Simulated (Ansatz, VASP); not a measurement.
**Two plane-wave programs on BeTe**

File INCAR:

```
  PREC = Accurate
  ENCUT = 600
  EDIFF = 1E-6
  ISMEAR = 0
  SIGMA = 0.02
  LREAL = False
  LASPH = True
  NELM = 120
  ALGO = Normal
  ISIF = 2
  LWAVE = False
  LCHARG = True
  GGA = PE
  IVDW = 12
  LELF = True
  LVHAR = True
  NBANDS = 11
  GGA_COMPAT = False
```

File KPOINTS:

```
Automatic mesh
0
Gamma
  8 8 8
```

POSCAR

```
BeTe
1.0
    0.0000000000      2.7906023567      2.7906023567
    2.7906023567      0.0000000000      2.7906023567
    2.7906023567      2.7906023567      0.0000000000
Be Te
1 1
Direct
    0.0000000000      0.0000000000      0.0000000000
    0.2500000000      0.2500000000      0.2500000000
```

Input for Ansatz:

```yaml
crystal:
  lattice:
    - [0.0, 2.7906023567, 2.7906023567]
    - [2.7906023567, 0.0, 2.7906023567]
    - [2.7906023567, 2.7906023567, 0.0]
  atoms:
    - { symbol: Be, position: [0.0, 0.0, 0.0] }
    - { symbol: Te, position: [0.25, 0.25, 0.25] }
basis:
  ecutwfc: "800 eV"
kpoints:
  mp_grid: { grid: [8, 8, 8] }
hamiltonian:
  xc: pbe
  dispersion: d3bj
scf:
  occupations: { method: gaussian, width: 0.02 }
output:
  forces: true
  eigenvalues: true
  stress: true
```

Alike in both runs: task single point; functional PBE; dispersion D3(BJ); k mesh 8 × 8 × 8; occupations gaussian, width 0.02 eV; no spin polarisation.

```csv
,VASP,Ansatz
version,VASP 6.6.1,Ansatz 0.2.0
potentials or method,"VASP PAW PBE potentials, release 64 (Be, Te), cutoff 600 eV","scalar-relativistic, plane waves, PAW"
valence electrons in the cell,8,18
```

```tsv
	VASP	Ansatz	Ansatz less VASP
gap on the k mesh at the Fermi level (eV)	1.91	1.92	+0.015
pressure (GPa)	0.2	0.0	-0.16
```

VASP's potentials hold 8 valence electrons a cell and Ansatz's 18, so a difference there can come from the potentials and not from the codes.

Neither program's run includes spin-orbit coupling.
